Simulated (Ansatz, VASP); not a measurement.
## NaCuH4: VASP beside Ansatz

File INCAR:

```
PREC     = Accurate       # precision mode
ENCUT    = 600            # plane-wave cutoff, eV
EDIFF    = 1E-6           # SCF threshold, eV
ISMEAR   = 0              # smearing method
SIGMA    = 0.1            # smearing width, eV
LREAL    = F              # projectors in reciprocal space
LASPH    = T              # aspherical terms in the spheres
NELM     = 100            # most SCF steps
ALGO     = Normal         # electronic algorithm
ISIF     = 3              # what is computed and relaxed
LWAVE    = F              # write WAVECAR
LCHARG   = F              # write CHGCAR
GGA      = PE             # functional
IBRION   = 2              # ionic algorithm
NSW      = 100            # ionic steps
EDIFFG   = -0.01          # ionic threshold
```

KPOINTS

```
regular mesh
0
Gamma
  12 12 8
```

POSCAR

```
NaCuH4
1.0
    3.1689092475      0.0000000000      0.0000000000
    0.0000000000      3.1689092475      0.0000000000
    0.0000000000      0.0000000000      5.0388643034
Na Cu H
1 1 4
Direct
    0.0000000000      0.0000000000      0.0000000000
    0.5000000000      0.5000000000      0.5000000000
    0.5000000000      0.0000000000      0.3330480349
    0.0000000000      0.5000000000      0.6669519651
    0.5000000000      0.0000000000      0.6669519651
    0.0000000000      0.5000000000      0.3330480349
```

Input for Ansatz:

```yaml
crystal:
  lattice:
    - [3.1689092475, 0.0, 0.0]
    - [0.0, 3.1689092475, 0.0]
    - [0.0, 0.0, 5.0388643034]
  atoms:
    - { symbol: Na, position: [0.0, 0.0, 0.0] }
    - { symbol: Cu, position: [0.5, 0.5, 0.5] }
    - { symbol: H, position: [0.5, 0.0, 0.3330480349] }
    - { symbol: H, position: [0.0, 0.5, 0.6669519651] }
    - { symbol: H, position: [0.5, 0.0, 0.6669519651] }
    - { symbol: H, position: [0.0, 0.5, 0.3330480349] }
basis:
  ecutwfc: 420
kpoints:
  mp_grid: { grid: [12, 12, 8] }
hamiltonian:
  xc: pbe
scf:
  occupations: { method: gaussian, width: 0.1 }
output:
  forces: true
  stress: true
  eigenvalues: true
  write_density: true
  write_potential: true
  elf: true
  volumetric_format: npy
relax:
  adjacent_minimum: "off"
  f_tol: 0.01
  max_steps: 80
  cell: { stress_tol: 0.05 }
```

Alike in both runs: task relaxation of cell and atoms; functional PBE; k mesh 12 × 12 × 8; occupations gaussian, width 0.1 eV; no spin polarisation.

|  | VASP | Ansatz |
| --- | --- | --- |
| version | VASP 6.6.1 | Ansatz 0.2.0 |
| potentials or method | VASP PAW PBE potentials, release 64 (Na_pv, Cu, H), cutoff 600 eV | scalar-relativistic, plane waves, PAW |
| valence electrons in the cell | 22 | 32 |

|  | VASP | Ansatz | Ansatz less VASP |
| --- | --- | --- | --- |
| gap on the k mesh at the Fermi level, each at its own relaxed structure (eV) | none | none | - |
| relaxed volume (Å³/atom) | 8.40 | 8.37 | -0.026 |
| relaxed length of the cell vector where the two differ most in proportion (Å) | 5.019 | 5.038 | +0.0189 |

A gap of «none» marks a metal or a gap that the smearing closes. VASP's potentials hold 22 valence electrons a cell and Ansatz's 32, so a difference there can come from the potentials and not from the codes.
